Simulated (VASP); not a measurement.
Wanted: the native input for a VASP 6.6.1 run.

```
Task                   : single point
Functional             : PBE
Potentials or basis    : VASP PAW PBE potentials, release 64 (W_sv)
Cutoff                 : 520 eV
k mesh                 : 16 × 16 × 16
Occupations            : gaussian, width 0.1 eV
Spin                   : no spin polarisation
Dipole correction      : no
Further INCAR settings : ALGO = Fast; EDIFF = 1e-06; NBANDS = 13
```

The structure of W lies in POSCAR:

```
W
1.0
   -1.4300626900      1.4880127340      1.4965103700
    1.5249423100     -1.5581661500      1.6615434060
    1.5259006900      1.6540041500     -1.5666637860
W
1
Direct
    0.0000000000      0.0000000000      0.0000000000
```

This cell differs from its parent crystal: the cell strained at random.

One way to write it, as run:

INCAR

```
PREC     = Accurate       # precision mode
ENCUT    = 520            # plane-wave cutoff, eV
EDIFF    = 1E-6           # SCF threshold, eV
ISMEAR   = 0              # smearing method
SIGMA    = 0.1            # smearing width, eV
LREAL    = F              # projectors in reciprocal space
LASPH    = T              # aspherical terms in the spheres
NELM     = 100            # most SCF steps
ALGO     = Fast           # electronic algorithm
ISIF     = 2              # what is computed and relaxed
LWAVE    = F              # write WAVECAR
LCHARG   = T              # write CHGCAR
GGA      = PE             # functional
LELF     = T              # ELF
LVHAR    = T            
NBANDS   = 13             # bands
```

KPOINTS

```
regular mesh
0
Gamma
  16 16 16
```

Potentials or basis: VASP PAW PBE potentials, release 64 (W_sv).

Command:

```console
$ cat potpaw_PBE.64/W_sv/POTCAR > POTCAR
$ mpirun -np 1 vasp_std > vasp.out
```

Results of the run:

- Pressure: 26.5 GPa
- Band gap on the k mesh: zero (bands 7 and 8 overlap by 5.78 eV)

Caveat: the cell differs from its parent crystal (the cell strained at random); the stress differs along the axes, from 22 to 34 GPa; spin-orbit coupling is left out, which moves the levels of the heavy elements.

It took 15 min on 1 thread of AMD EPYC 7571 (shared host), peak memory 0.42 GiB.
